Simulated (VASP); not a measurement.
# Cr: electric field gradients with PBE

Cr:

```
Cr
1.0
    -1.46093    1.46093    1.46093
     1.46093   -1.46093    1.46093
     1.46093    1.46093   -1.46093
Cr
1
Direct
  0.00000 0.00000 0.00000
```

This cell differs from its parent crystal: volume scaled by 1.04.

| Item | Value |
| --- | --- |
| Program | VASP 6.6.1 |
| Task | electric field gradients |
| Functional | PBE |
| Potentials or basis | VASP PAW PBE potentials, release 64 (Cr_pv) |
| Cutoff | 520 eV |
| k mesh | 18 × 18 × 18 |
| Occupations | fermi-dirac, width 0.08 eV |
| Spin | collinear spin, ferromagnetic start |
| Starting moments | [3.0] μB |
| Dipole correction | no |
| Further INCAR settings | ALGO = Normal; EDIFF = 1e-08; NBANDS = 16 |

```yaml
Pressure: -17.0 GPa
Band_gap_on_the_k_mesh: zero (filled and empty bands overlap)
Net_moment: 0.00 μB per cell
Valence_electrons_inside_the_program's_atomic_spheres: Cr 10.90
```

Levels at points of the mesh, in eV from the Fermi level:
Spin up:
```
           k point  band 4  band 5  band 6  band 7  band 8  band 9
(0.00, 0.00, 0.00)   -7.57   -0.82   -0.82   -0.82    1.04    1.04
(0.50, 0.00, 0.00)   -4.06   -2.21    0.95    1.02    1.33    2.54
(0.50, 0.50, 0.50)   -3.86   -3.86    2.19    2.19    2.19    7.06
```
Spin down:
```csv
k point,band 3,band 4,band 5,band 6,band 7,band 8,band 9,band 10
"(0.00, 0.00, 0.00)",-42.82,-7.57,-0.82,-0.82,-0.82,1.04,1.04,7.06
"(0.50, 0.00, 0.00)",-42.83,-4.06,-2.21,0.95,1.02,1.33,2.54,7.05
"(0.50, 0.50, 0.50)",-43.32,-3.86,-3.86,2.19,2.19,2.19,7.06,9.94
```

Run time: 110 s on 1 thread of Intel(R) Xeon(R) Platinum 8375C CPU @ 2.90GHz (Ice Lake) (shared host), peak memory 0.17 GiB.

Caveat: the starting moments collapsed, and a magnetic state may lie lower; without QUAD_EFG the Cq values of the log hold for a quadrupole moment of 1 mb, not for the nuclei.
